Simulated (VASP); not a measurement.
Set up this calculation in VASP 6.6.1, as the native input.

| Item | Value |
| --- | --- |
| Task | single point |
| Functional | PBE |
| Potentials or basis | VASP PAW PBE potentials, release 64 (Ni) |
| Cutoff | 520 eV |
| k mesh | 15 × 15 × 15 |
| Occupations | fermi-dirac, width 0.1 eV |
| Spin | no spin polarisation |
| Dipole correction | no |
| Further INCAR settings | ALGO = Normal; EDIFF = 1e-06; NBANDS = 11 |

The structure of Ni lies in POSCAR:

```
Ni
1.0
    0.0000000000      1.7572466680      1.7572466680
    1.7572466680      0.0000000000      1.7572466680
    1.7572466680      1.7572466680      0.0000000000
Ni
1
Direct
    0.0000000000      0.0000000000      0.0000000000
```

These files were run (other wordings do the same):

INCAR

```
PREC = Accurate
ENCUT = 520
EDIFF = 1E-6
ISMEAR = -1
SIGMA = 0.1
LREAL = F
LASPH = T
NELM = 80
ALGO = Normal
ISIF = 2
LWAVE = F
LCHARG = F
GGA = PE
NBANDS = 11
```

KPOINTS

```
Automatic mesh
0
Gamma
  15 15 15
```

Potentials or basis: VASP PAW PBE potentials, release 64 (Ni).

Launch:

```bash
$ cat potpaw_PBE.64/Ni/POTCAR > POTCAR
$ mpirun -np 1 vasp_std > vasp.out
```

It gave:

The pressure is 0.0 GPa and the band gap on the k mesh is zero (band 5 reaches 9.38 eV, above the bottom of band 6 at 8.43 eV).

Caveat: the run has no spin polarisation, though such a crystal can be magnetic.

Run time: 9.3 s on 1 thread of Intel Xeon 6975P-C, with other jobs on the host, peak memory 0.13 GiB.
